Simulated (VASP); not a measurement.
# Au3ClO (Pm-3m) in VASP: further runs

Runs on Au3ClO. Level: PBE. Tasks: single point, relaxation of cell and atoms.

Everything below comes from runs of VASP 6.6.1. Logs are shortened: lines on timing, memory, paths and dates and some standing lists are left out, and cuts for length are marked.

## (1) The cell of the first run

Symmetry: Pm-3m, No. 221, cubic system. Conventional cell: a = 4.553 Å, b = 4.553 Å, c = 4.553 Å, α = 90.00°, β = 90.00°, γ = 90.00°. Au (site symmetry 4/mmm) has 2 O at 2.28 Å within 3.0 Å. Within 4.2 Å of Cl (site symmetry m-3m) lie 12 Au at 3.22 Å and 8 O at 3.94 Å. O (site symmetry m-3m) has 6 Au at 2.28 Å within 3.0 Å.

## (2) Single point, PBE

Input file INCAR:

```
PREC = Accurate
ENCUT = 520
EDIFF = 1E-6
ISMEAR = 0
SIGMA = 0.1
LREAL = False
LASPH = True
NELM = 100
ALGO = Normal
ISIF = 2
LWAVE = False
LCHARG = False
GGA = PE
NBANDS = 31
```

Input file KPOINTS:

```
regular mesh
0
Gamma
  8 8 8
```

Input file POSCAR:

```
Au3ClO
1.0
    4.5527548759      0.0000000000      0.0000000000
    0.0000000000      4.5527548759      0.0000000000
    0.0000000000      0.0000000000      4.5527548759
Au Cl O
3 1 1
Direct
    0.0000000000      0.5000000000      0.5000000000
    0.5000000000      0.0000000000      0.5000000000
    0.5000000000      0.5000000000      0.0000000000
    0.0000000000      0.0000000000      0.0000000000
    0.5000000000      0.5000000000      0.5000000000
```

Potentials or basis: VASP PAW PBE potentials, release 64 (Au, Cl, O).

Launch:

```bash
$ cat potpaw_PBE.64/Au/POTCAR potpaw_PBE.64/Cl/POTCAR potpaw_PBE.64/O/POTCAR > POTCAR
$ mpirun -np 1 vasp_std > vasp.out
```

OUTCAR:

```text
PREC = Accurate
   ENCUT = 520
   EDIFF = 1E-6
   ISMEAR = 0
   LREAL = False
   LASPH = True
   NELM = 100
   ISIF = 2
   GGA = PE

 ion  position               nearest neighbor table
   1  0.000  0.500  0.500-   5 2.28   5 2.28   2 3.22   3 3.22   2 3.22   2 3.22   3 3.22   3 3.22
                             3 3.22   2 3.22
   2  0.500  0.000  0.500-   5 2.28   5 2.28   1 3.22   3 3.22   1 3.22   3 3.22   3 3.22   3 3.22
                             1 3.22   1 3.22
   3  0.500  0.500  0.000-   5 2.28   5 2.28   1 3.22   1 3.22   2 3.22   2 3.22   2 3.22   2 3.22
                             1 3.22   1 3.22
   4  0.000  0.000  0.000-
   5  0.500  0.500  0.500-   1 2.28   2 2.28   3 2.28   3 2.28   2 2.28   1 2.28

  LATTYP: Found a simple cubic cell.
 ALAT       =     4.5527548759

  Lattice vectors:

 A1 = (   4.5527548759,   0.0000000000,   0.0000000000)
 A2 = (   0.0000000000,   4.5527548759,   0.0000000000)
 A3 = (   0.0000000000,   0.0000000000,   4.5527548759)

Analysis of symmetry for initial positions (statically):
=====================================================================
 Subroutine PRICEL returns:
 Original cell was already a primitive cell.

 Routine SETGRP: Setting up the symmetry group for a
 simple cubic supercell.

 Subroutine GETGRP returns: Found 48 space group operations
 (whereof 48 operations were pure point group operations)
 out of a pool of 48 trial point group operations.

The static configuration has the point symmetry O_h .

Analysis of symmetry for dynamics (positions and initial velocities):
=====================================================================
 Subroutine PRICEL returns:
 Original cell was already a primitive cell.

 Routine SETGRP: Setting up the symmetry group for a
 simple cubic supercell.

 Subroutine GETGRP returns: Found 48 space group operations
 (whereof 48 operations were pure point group operations)
 out of a pool of 48 trial point group operations.

The dynamic configuration has the point symmetry O_h .

 Subroutine INISYM returns: Found 48 space group operations
 (whereof 48 operations are pure point group operations),
 and found     1 'primitive' translations

----------------------------------------------------------------------------------------

                                     Primitive cell

  volume of cell :      94.3676

  direct lattice vectors                    reciprocal lattice vectors
     4.552754876  0.000000000  0.000000000     0.219647231  0.000000000  0.000000000
     0.000000000  4.552754876  0.000000000     0.000000000  0.219647231  0.000000000
     0.000000000  0.000000000  4.552754876     0.000000000  0.000000000  0.219647231

  length of vectors
     4.552754876  4.552754876  4.552754876     0.219647231  0.219647231  0.219647231

  position of ions in fractional coordinates (direct lattice)
     0.000000000  0.500000000  0.500000000
     0.500000000  0.000000000  0.500000000
     0.500000000  0.500000000  0.000000000
     0.000000000  0.000000000  0.000000000
     0.500000000  0.500000000  0.500000000

  ion indices of the primitive-cell ions
   primitive index   ion index
                 1           1
                 2           2
                 3           3
                 4           4
                 5           5

----------------------------------------------------------------------------------------

 KPOINTS: regular mesh

Automatic generation of k-mesh.
 Grid dimensions read from file:
 generate k-points for:    8    8    8

 Generating k-lattice:

  Cartesian coordinates                     Fractional coordinates (reciprocal lattice)
     0.027455904  0.000000000  0.000000000     0.125000000  0.000000000  0.000000000
     0.000000000  0.027455904  0.000000000     0.000000000  0.125000000  0.000000000
     0.000000000  0.000000000  0.027455904     0.000000000  0.000000000  0.125000000

  Length of vectors
     0.027455904  0.027455904  0.027455904

  Shift w.r.t. Gamma in fractional coordinates (k-lattice)
     0.000000000  0.000000000  0.000000000

 Subroutine IBZKPT returns following result:
 ===========================================

 Found     35 irreducible k-points:

 Following reciprocal coordinates:
            Coordinates               Weight
  0.000000  0.000000  0.000000      1.000000
  0.125000  0.000000  0.000000      6.000000
  0.250000  0.000000  0.000000      6.000000
  0.375000  0.000000  0.000000      6.000000
  0.500000  0.000000  0.000000      3.000000
  0.125000  0.125000  0.000000     12.000000
[... 16 lines left out ...]
  0.375000  0.375000  0.125000     24.000000
  0.500000  0.375000  0.125000     24.000000
 [... further k-points ...]
   k-points           NKPTS =     35   k-points in BZ     NKDIM =     35   number of bands    NBANDS=     31
   number of dos      NEDOS =    301   number of ions     NIONS =      5
   total plane-waves  NPLWV =  46656
   dimension x,y,z NGX =    36 NGY =   36 NGZ =   36
   dimension x,y,z NGXF=    72 NGYF=   72 NGZF=   72
   ions per type =               3   1   1
   NGX,Y,Z   is equivalent  to a cutoff of  13.15, 13.15, 13.15 a.u.
   NGXF,Y,Z  is equivalent  to a cutoff of  26.29, 26.29, 26.29 a.u.
 SYSTEM =  unknown system
   PREC   = accura    normal or accurate (medium, high low for compatibility)
   ISTART =      0    job   : 0-new  1-cont  2-samecut
   ICHARG =      2    charge: 1-file 2-atom 10-const
   ISPIN  =      1    spin polarized calculation?
   LNONCOLLINEAR =      F non collinear calculations
   LSORBIT =      F    spin-orbit coupling
   LASPH  =      T    aspherical Exc in radial PAW
   ENCUT  =  520.0 eV  38.22 Ry    6.18 a.u.   8.47  8.47  8.47*2*pi/ulx,y,z
   NELM   =    100;   NELMIN=  2; NELMDL= -5     # of ELM steps
   EDIFF  = 0.1E-05   stopping-criterion for ELM
   LREAL  =      F    real-space projection
   EDIFFG = 0.1E-04   stopping-criterion for IOM
   NSW    =      0    number of steps for IOM
[... 5 lines left out ...]
   TEBEG  =    0.0;   TEEND  =   0.0 temperature during run
   PSTRESS=    0.0 pullay stress
   NELECT =      46.0000    total number of electrons
   NUPDOWN=      -1.0000    fix difference up-down
   EMIN   =  10.00;   EMAX   =-10.00  energy-range for DOS
   EFERMI =   0.00;   METHOD = LEGACY
   ISMEAR =     0;   SIGMA  =   0.10  broadening in eV -4-tet -1-fermi 0-gaus
   EFERMI_NEDOS =   21; number of points for ismear=-14 and -15
   IALGO  =     38    algorithm
   IMIX   =      4    mixing-type and parameters
     AMIX     =   0.40;   BMIX     =  1.00
     AMIX_MAG =   1.60;   BMIX_MAG =  1.00
  volume/ion in A,a.u.               =      18.87       127.36
  Fermi-wavevector in a.u.,A,eV,Ry     =   1.288407  2.434737 22.585581  1.659993
  Thomas-Fermi vector in A             =   2.420363
   LORBIT       =      0    0 simple, 1 ext, 2 COOP (PROOUT), +10 PAW based schemes
   GGA     = PE    functional components
   LHFCALC =     F    Hartree Fock is set to
   AEXX    =    0.0000 exact exchange contribution
   IVDW    =     0    specifies the selected vdW correction
   LEPSILON=     F    determine dielectric tensor
   LRPA    =     F    only Hartree local field effects (RPA)
 non-spin polarized calculation
 Gauss-broadening in eV      SIGMA  =   0.10
  energy-cutoff  :      520.00
  volume of cell :       94.37
 maximum number of plane-waves:      2560
 NGX is ok and might be reduce to    36
   NGX = 17   NGY = 17   NGZ = 17

 number of electron      46.0000017 magnetization

 Free energy of the ion-electron system (eV)
  ---------------------------------------------------
  ext. energy  EPLUGINS =         0.00000000
  ---------------------------------------------------
  free energy    TOTEN  =       -14.12017480 eV

  energy without entropy =      -14.09995454  energy(sigma->0) =      -14.11006467

 E-fermi :   4.6993     XC(G=0): -10.8114

 val. band max:        4.6779293765   @ k =   0.2500   0.1250   0.0000
 cond. band min:       4.7602445269   @ k =   0.5000   0.5000   0.1250
 fundamental gap:      0.0823151505
 Fermi energy:         4.6992777788

 k-point     1 :       0.0000    0.0000    0.0000
  band No.  band energies     occupation
      1     -14.4080      2.00000
      2      -9.7338      2.00000
      3       0.1389      2.00000
      4       0.1389      2.00000
      5       0.1389      2.00000
      6       0.8880      2.00000
[... 23 lines left out ...]
     30      14.5241      0.00000
     31      14.5241      0.00000

 k-point     2 :       0.1250    0.0000    0.0000
  band No.  band energies     occupation
      1     -14.3862      2.00000
      2      -9.7243      2.00000
      3      -0.2988      2.00000
      4       0.0341      2.00000
      5       0.0341      2.00000
      6       0.8817      2.00000
[... 23 lines left out ...]
     30      13.6000      0.00000
     31      14.1657      0.00000

 k-point     3 :       0.2500    0.0000    0.0000
  band No.  band energies     occupation
      1     -14.3325      2.00000
      2      -9.7013      2.00000
      3      -1.0618      2.00000
      4      -0.1518      2.00000
      5      -0.1518      2.00000
      6       0.2944      2.00000
[... 23 lines left out ...]
     30      12.3811      0.00000
     31      13.7423      0.00000

 k-point     4 :       0.3750    0.0000    0.0000
  band No.  band energies     occupation
      1     -14.2774      2.00000
      2      -9.6782      2.00000
      3      -1.6406      2.00000
      4      -0.2927      2.00000
      5      -0.2927      2.00000
      6      -0.0998      2.00000
[... 23 lines left out ...]
     30      13.4287      0.00000
     31      13.6316      0.00000

 k-point     5 :       0.5000    0.0000    0.0000
  band No.  band energies     occupation
      1     -14.2543      2.00000
      2      -9.6686      2.00000
      3      -1.8500      2.00000
      4      -0.3435      2.00000
      5      -0.3435      2.00000
      6      -0.2374      2.00000
[... 23 lines left out ...]
     30      13.6426      0.00000
     31      13.6426      0.00000
[... 542 lines left out ...]
     30      13.0588      0.00000
     31      14.7304      0.00000

 k-point    22 :       0.5000    0.2500    0.1250
  band No.  band energies     occupation
      1     -14.1563      2.00000
      2      -9.6430      2.00000
      3      -2.0720      2.00000
      4      -1.4973      2.00000
      5      -0.9208      2.00000
      6       0.2681      2.00000
[... 23 lines left out ...]
     30      13.2010      0.00000
     31      14.6345      0.00000

 k-point    23 :       0.3750    0.3750    0.1250
  band No.  band energies     occupation
      1     -14.1242      2.00000
      2      -9.6355      2.00000
      3      -1.9840      2.00000
      4      -1.9807      2.00000
      5      -0.9819      2.00000
      6       0.4168      2.00000
[... 23 lines left out ...]
     30      13.5851      0.00000
     31      15.0398      0.00000

 k-point    24 :       0.5000    0.3750    0.1250
  band No.  band energies     occupation
      1     -14.1009      2.00000
      2      -9.6293      2.00000
      3      -2.1789      2.00000
      4      -2.0258      2.00000
      5      -1.0212      2.00000
      6       0.5012      2.00000
[... 23 lines left out ...]
     30      13.7094      0.00000
     31      14.9503      0.00000

 [... further k-points ...]

------------------------ aborting loop because EDIFF is reached ----------------------------------------

  FORCE on cell =-STRESS in cart. coord.  units (eV):
  Direction    XX          YY          ZZ          XY          YZ          ZX
  --------------------------------------------------------------------------------------
  -------------------------------------------------------------------------------------
  Total       -0.0719492     -0.0719492     -0.0719492      0.0000000      0.0000000     -0.0000000
  in kB       -1.2215577     -1.2215577     -1.2215577      0.0000000      0.0000000     -0.0000000
  external PRESSURE =      -1.2215577 kB  Pullay stress =       0.0000000 kB

 VOLUME and BASIS-vectors are now :
 -----------------------------------------------------------------------------
  energy-cutoff  :      520.00
  volume of cell :       94.37
      direct lattice vectors                 reciprocal lattice vectors
     4.552754876  0.000000000  0.000000000     0.219647231  0.000000000  0.000000000
     0.000000000  4.552754876  0.000000000     0.000000000  0.219647231  0.000000000
     0.000000000  0.000000000  4.552754876     0.000000000  0.000000000  0.219647231

 POSITION                                       TOTAL-FORCE (eV/Angst)
 -----------------------------------------------------------------------------------
      0.00000      2.27638      2.27638         0.000000      0.000000      0.000000
      2.27638      0.00000      2.27638         0.000000      0.000000      0.000000
      2.27638      2.27638      0.00000         0.000000      0.000000      0.000000
      0.00000      0.00000      0.00000         0.000000      0.000000      0.000000
      2.27638      2.27638      2.27638         0.000000      0.000000      0.000000
 -----------------------------------------------------------------------------------
    total drift:                                0.000000      0.000000      0.000000

  FREE ENERGIE OF THE ION-ELECTRON SYSTEM (eV)
  ---------------------------------------------------
  free  energy   TOTEN  =       -14.1201748022 eV

  energy  without entropy=      -14.0999545362  energy(sigma->0) =      -14.11006467
```

Wall time 39 s (1 thread of Intel Xeon 6975P-C (Granite Rapids), shared host); peak memory 0.25 GiB.

What came out:

```yaml
Free_energy: -14.1202 eV
Pressure: -0.1 GPa
Band_gap_on_the_k_mesh: zero (bands 23 and 24 overlap by 1.32 eV)
```

Levels at points of the mesh, in eV from the Fermi level:
```tsv
k point	band 19	band 20	band 21	band 22	band 23	band 24	band 25	band 26	band 27	band 28
(0.00, 0.00, 0.00)	-2.08	-1.34	-1.23	-1.23	-1.23	-1.21	3.20	3.20	6.80	6.80
(0.50, 0.00, 0.00)	-1.63	-1.46	-1.23	-1.01	-1.01	0.89	2.85	3.33	6.19	6.19
(0.50, 0.50, 0.00)	-1.32	-1.32	-0.63	-0.16	0.10	0.10	2.73	3.96	3.96	7.01
(0.50, 0.50, 0.50)	-1.31	-1.31	-0.11	-0.11	-0.11	3.79	3.79	3.79	4.97	4.97
```

Caveat: spin-orbit coupling is left out, which moves the levels of the heavy elements.

## (3) Relaxation of cell and atoms, PBE

Input file INCAR:

```
ALGO = Normal ; EDIFF = 1E-6
EDIFFG = -0.005 ; ENCUT = 600
GGA = PE ; IBRION = 2
ISIF = 3 ; ISMEAR = 0
LASPH = T ; LCHARG = F
LREAL = F ; LWAVE = F
NELM = 100 ; NSW = 100
PREC = Accurate ; SIGMA = 0.1
```

Input file KPOINTS:

```
k-points
0
Gamma
  8 8 8
```

POSCAR is that of step 2.

Potentials or basis: VASP PAW PBE potentials, release 64 (Au, Cl, O).

Launch:

```bash
$ cat potpaw_PBE.64/Au/POTCAR potpaw_PBE.64/Cl/POTCAR potpaw_PBE.64/O/POTCAR > POTCAR
$ mpirun -np 1 vasp_std > vasp.out
```

Run time: 54 s. Hardware: 1 thread of Intel Xeon 6975P-C (Granite Rapids), shared host; peak memory 0.28 GiB.

The run converged. Its results:

| Item | Value |
| --- | --- |
| Free energy | -14.1219 eV |
| Relaxed volume | 18.85 Å³/atom |
| Relaxed cell | a = 4.551 Å, b = 4.551 Å, c = 4.551 Å, α = 90.00°, β = 90.00°, γ = 90.00° |
| Space group after relaxing (to 0.1 Å) | Pm-3m (No. 221) |
| Energy gained by relaxing | 0.0 meV/atom |
| Ionic steps | 2 |
| Pressure after relaxing | 0.0 GPa |
| Band gap on the k mesh | zero (bands 23 and 24 overlap by 1.32 eV) |

Final structure:
```xyz
5
Lattice="4.5508 0.0000 0.0000 0.0000 4.5508 0.0000 0.0000 0.0000 4.5508" Properties=species:S:1:pos:R:3 pbc="T T T"
Au    0.0000    2.2754    2.2754
Au    2.2754    0.0000    2.2754
Au    2.2754    2.2754    0.0000
Cl    0.0000    0.0000    0.0000
O     2.2754    2.2754    2.2754
```

Levels at points of the mesh, in eV from the Fermi level:
```tsv
k point	band 21	band 22	band 23	band 24	band 25	band 26
(0.00, 0.00, 0.00)	-1.23	-1.23	-1.23	-1.22	3.21	3.21
(0.50, 0.00, 0.00)	-1.23	-1.01	-1.01	0.89	2.85	3.33
(0.50, 0.50, 0.00)	-0.63	-0.16	0.10	0.10	2.72	3.97
(0.50, 0.50, 0.50)	-0.11	-0.11	-0.11	3.80	3.80	3.80
```

Caveat: spin-orbit coupling is left out, which moves the levels of the heavy elements.

## (4) Single point, PBE

This run uses another cell than the first one, of 13.23 Å³/atom.

Input file INCAR:

```
ALGO = Normal
EDIFF = 1E-6
ENCUT = 520
GGA = PE
ISIF = 2
ISMEAR = 0
LASPH = True
LCHARG = False
LREAL = False
LWAVE = False
NBANDS = 31
NELM = 100
PREC = Accurate
SIGMA = 0.1
```

Input file KPOINTS:

```
k-points
0
Gamma
  4 4 4
```

POSCAR, as its differences from that of step 3:

```diff
@@ -2,5 +2,5 @@
 1.0
-    4.5527548759      0.0000000000      0.0000000000
-    0.0000000000      4.5527548759      0.0000000000
-    0.0000000000      0.0000000000      4.5527548759
+    4.0442791565      0.0000000000      0.0000000000
+    0.0000000000      4.0442791565      0.0000000000
+    0.0000000000      0.0000000000      4.0442791565
 Au Cl O
```

Launch:

```bash
$ cat potpaw_PBE.64/Au/POTCAR potpaw_PBE.64/Cl/POTCAR potpaw_PBE.64/O/POTCAR > POTCAR
$ mpirun -np 1 vasp_std > vasp.out
```

Wall time 11 s (1 thread of Intel Xeon 6975P-C (Granite Rapids), shared host); peak memory 0.17 GiB.

Results (log left out):

```yaml
Free_energy: -9.9072 eV
Pressure: 69.2 GPa
Band_gap_on_the_k_mesh: zero (bands 23 and 24 overlap by 1.09 eV)
```

Levels at points of the mesh, in eV from the Fermi level:
| k point | band 21 | band 22 | band 23 | band 24 | band 25 | band 26 |
| --- | --- | --- | --- | --- | --- | --- |
| (0.00, 0.00, 0.00) | -1.98 | -1.98 | -1.96 | -1.01 | 4.04 | 4.04 |
| (0.50, 0.00, 0.00) | -1.77 | -1.69 | -1.69 | 1.33 | 3.63 | 4.25 |
| (0.50, 0.50, 0.00) | -0.96 | -0.87 | 0.09 | 0.09 | 1.37 | 5.33 |
| (0.50, 0.50, 0.50) | -0.37 | -0.37 | -0.37 | 4.90 | 4.90 | 4.90 |

Caveat: the k points lie up to 0.39 Å⁻¹ apart, too coarse for converged energies and pressures of a metal; spin-orbit coupling is left out, which moves the levels of the heavy elements.

## (5) Overview

```csv
task,cell,k mesh,cutoff (eV),gap on the mesh (eV),pressure (GPa)
single point,"a = 4.553 Å, 5 atoms",8 × 8 × 8,520,none,-0.1
relaxation of cell and atoms,"relaxed from a = 4.553 Å, 5 atoms",8 × 8 × 8,600,none,0.0
single point,"a = 4.044 Å, 5 atoms",4 × 4 × 4,520,none,69.2
```

Alike in all rows: level PBE; potentials or basis VASP PAW PBE potentials, release 64 (Au, Cl, O); no spin polarisation; smearing gaussian 0.1 eV.

Caveats: some runs use coarse meshes; spin-orbit coupling is left out, which moves the levels of the heavy elements.

Total energies depend on the potentials used, so only differences within one code and one set of settings carry meaning.

The gap in the log of VASP goes by the Fermi energy; the results here count the filled bands.